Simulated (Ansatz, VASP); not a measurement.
One calculation of CuO, two programs

INCAR

```
SYSTEM = CuO
ALGO = Normal ; EDIFF = 1E-6
ENCUT = 520 ; GGA = PE
ISIF = 2 ; ISMEAR = -1
LASPH = .TRUE. ; LCHARG = .FALSE.
LDAU = .TRUE. ; LDAUJ = 0 0
LDAUL = 2 -1 ; LDAUPRINT = 1
LDAUTYPE = 2 ; LDAUU = 5.3 0
LMAXMIX = 4 ; LREAL = .FALSE.
LWAVE = .FALSE. ; NBANDS = 25
NELM = 150 ; PREC = Accurate
SIGMA = 0.05
```

The input KPOINTS:

```
k-points
0
G
  9 9 5
  0 0 0
```

POSCAR

```
CuO
1.0
    3.2880244300      0.0000000000      0.0000000000
   -1.6440122100      2.8475126800      0.0000000000
    0.0000000000      0.0000000000      5.3850248600
Cu O
2 2
Direct
    0.6666666667      0.3333333333      0.0000000000
    0.3333333333      0.6666666667      0.5000000000
    0.6666666667      0.3333333333      0.6252000000
    0.3333333333      0.6666666667      0.1252000000
```

The input input.yaml:

```yaml
crystal:
  lattice:
    - [3.28802443, 0.0, 0.0]
    - [-1.64401221, 2.84751268, 0.0]
    - [0.0, 0.0, 5.38502486]
  atoms:
    - { symbol: Cu, position: [0.6666666667, 0.3333333333, 0.0] }
    - { symbol: Cu, position: [0.3333333333, 0.6666666667, 0.5] }
    - { symbol: O, position: [0.6666666667, 0.3333333333, 0.6252] }
    - { symbol: O, position: [0.3333333333, 0.6666666667, 0.1252] }
hamiltonian:
  xc: pbe
  pseudopotentials: { kind: paw }
  hubbard: { sites: [{ species: Cu, l: d, u_eff: 5.3 }] }
kpoints:
  mp_grid: { grid: [9, 9, 5] }
  band_path:
    path:
      - [[0.0, 0.0, 0.0], [0.5, 0.0, 0.0], [0.3333333333, 0.3333333333, 0.0], [0.0, 0.0, 0.0], [0.0, 0.0, 0.5], [0.5, 0.0, 0.5], [0.3333333333, 0.3333333333, 0.5], [0.0, 0.0, 0.5]]
      - [[0.5, 0.0, 0.5], [0.5, 0.0, 0.0]]
      - [[0.3333333333, 0.3333333333, 0.0], [0.3333333333, 0.3333333333, 0.5]]
    npoints: 14
scf:
  occupations: { method: fermi_dirac, width: 0.05 }
  n_extra_bands: 10
output:
  forces: true
  stress: true
  eigenvalues: true
  fatbands: false
```

Alike in both runs: functional PBE; k mesh 9 × 9 × 5; occupations fermi-dirac, width 0.05 eV; no spin polarisation; Hubbard terms Cu d U = 5.3 eV.

|  | VASP | Ansatz |
| --- | --- | --- |
| version | VASP 6.6.1 | Ansatz 0.2.0 |
| potentials or method | VASP PAW PBE potentials, release 64 (Cu, O) | Ansatz PAW |
| plane-wave cutoff (eV) | 520 | 420 |
| valence electrons in the cell | 34 | 50 |
| task | single point | band structure |

```csv
,VASP,Ansatz,Ansatz less VASP
gap on the k mesh at the Fermi level (eV),none,none,-
pressure (GPa),-10.1,-6.2,+3.88
"traceless stress, the component that is largest in VASP (GPa)",1.18,1.29,+0.111
rms of the force components (eV/Å),0.018,0.039,+0.0217
```

The programs project onto different local orbitals, so the same U acts differently, and such runs can settle in different states. Atom by atom the forces differ by 0.022 eV/Å (rms over components). A gap of «none» marks a metal or a gap that the smearing closes. VASP's potentials hold 34 valence electrons a cell and Ansatz's 50, so a difference there can come from the potentials and not from the codes.
